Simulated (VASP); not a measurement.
Input of a VASP 6.6.1 run:

The input INCAR:

```
PREC = Accurate ; ENCUT = 520
EDIFF = 1E-6 ; ISMEAR = 0
SIGMA = 0.02 ; LREAL = Auto
LASPH = T ; NELM = 80
ALGO = Normal ; ISIF = 2
LWAVE = F ; LCHARG = F
GGA = PE ; NBANDS = 234
```

Contents of KPOINTS:

```
regular mesh
0
Gamma
  1 1 1
```

File POSCAR:

```
AlSi23HO48
1.0
    9.8316000000      0.0000000000      0.0000000000
   -4.9158000000      8.5144150000      0.0000000000
    0.0000000000      0.0000000000     10.8182000000
Si O Al H
23 48 1 1
Direct
    0.2707910000      0.0001523800      0.1602280000
    0.0031078000      0.2738780000      0.3372560000
    0.2257670000      0.2327160000      0.0010558000
    0.2662600000      0.9963501000      0.6615830000
    0.9973292000      0.2695350000      0.8371510000
    0.2324570000      0.2240680000      0.4965950000
    0.2683800000      0.5020170000      0.1688810000
    0.0046040000      0.7704050000      0.3332450000
    0.2307490000      0.7280770000      0.9952677000
    0.9983032000      0.7660620000      0.8316270000
    0.2377440000      0.7355440000      0.4972600000
    0.7690230000      0.0099828000      0.1657910000
    0.4987680000      0.2630270000      0.3282030000
    0.7271050000      0.2349560000      0.9983316000
    0.7699370000      0.0028498000      0.6656050000
    0.4897170000      0.2690740000      0.8299280000
    0.7308480000      0.2336040000      0.5005640000
    0.7687620000      0.5019070000      0.1691910000
    0.5008740000      0.7728650000      0.3307920000
    0.7444360000      0.7446600000      0.0064547000
    0.7574780000      0.5006330000      0.6641390000
    0.5087570000      0.7701700000      0.8400500000
    0.7367760000      0.7400850000      0.4952760000
    0.0669990000      0.2014560000      0.4423840000
    0.2933680000      0.3635730000      0.1109120000
    0.1424440000      0.4380810000      0.2816240000
    0.2047280000      0.0687820000      0.0535790000
    0.3563660000      0.2834140000      0.3811320000
    0.4374350000      0.1364230000      0.2151890000
    0.0572690000      0.2009390000      0.9500830000
    0.3010870000      0.3461210000      0.6088230000
    0.1344440000      0.4335340000      0.7872490000
    0.2007330000      0.0538050000      0.5466670000
    0.3529940000      0.2961840000      0.8878520000
    0.4270900000      0.1377590000      0.7214780000
    0.0715580000      0.7136130000      0.4468100000
    0.3013150000      0.8671760000      0.0981760000
    0.1415890000      0.9302960000      0.2706040000
    0.2028910000      0.5674830000      0.0590350000
    0.3642020000      0.8036030000      0.3831170000
    0.4353540000      0.6407000000      0.2216290000
    0.0661520000      0.7023680000      0.9406990000
    0.3041460000      0.8641220000      0.6100360000
    0.1352720000      0.9272650000      0.7715610000
    0.2152660000      0.5737100000      0.5473820000
    0.3559620000      0.7787600000      0.8802220000
    0.4552200000      0.6206830000      0.7368980000
    0.5674600000      0.2010270000      0.4380930000
    0.7921120000      0.3639660000      0.1091680000
    0.6354010000      0.4319020000      0.2765330000
    0.6982380000      0.0688910000      0.0545700000
    0.8699110000      0.3055760000      0.3976290000
    0.9302700000      0.1514330000      0.2220930000
    0.5657320000      0.2155110000      0.9399210000
    0.7780370000      0.3568910000      0.6150950000
    0.6163690000      0.4405850000      0.7689160000
    0.7068080000      0.0694810000      0.5556000000
    0.8542380000      0.2926750000      0.8876010000
    0.9311320000      0.1375530000      0.7265500000
    0.5713950000      0.7143480000      0.4420600000
    0.8084990000      0.8785630000      0.1125620000
    0.6388960000      0.9375190000      0.2749870000
    0.7126420000      0.5782480000      0.0609500000
    0.8670440000      0.8013900000      0.3856450000
    0.9344440000      0.6342550000      0.2273320000
    0.5771530000      0.7178900000      0.9544130000
    0.7978400000      0.8654860000      0.6093110000
    0.6340290000      0.9297530000      0.7728060000
    0.7053340000      0.5729530000      0.5507980000
    0.8663110000      0.8003780000      0.8909460000
    0.9205510000      0.6317050000      0.7255820000
    0.2600150000      0.4856160000      0.6635380000
    0.5066799800      0.5673115300      0.7475243300
```

Potentials or basis: VASP PAW PBE potentials, release 64 (Si, O, Al, H).

Run with:

```console
$ cat potpaw_PBE.64/Si/POTCAR potpaw_PBE.64/O/POTCAR potpaw_PBE.64/Al/POTCAR potpaw_PBE.64/H/POTCAR > POTCAR
$ mpirun -np 1 vasp_gam > vasp.out
```

Predict the largest force.

5.439 eV/Å.

Estimate the band gap on the k mesh.

5.41 eV.

Stress tensor (GPa, compression positive):
```
 3.09 -0.27  0.02
-0.27  3.21 -0.17
 0.02 -0.17  3.09
```

Caveat: the k points lie up to 0.74 Å⁻¹ apart.
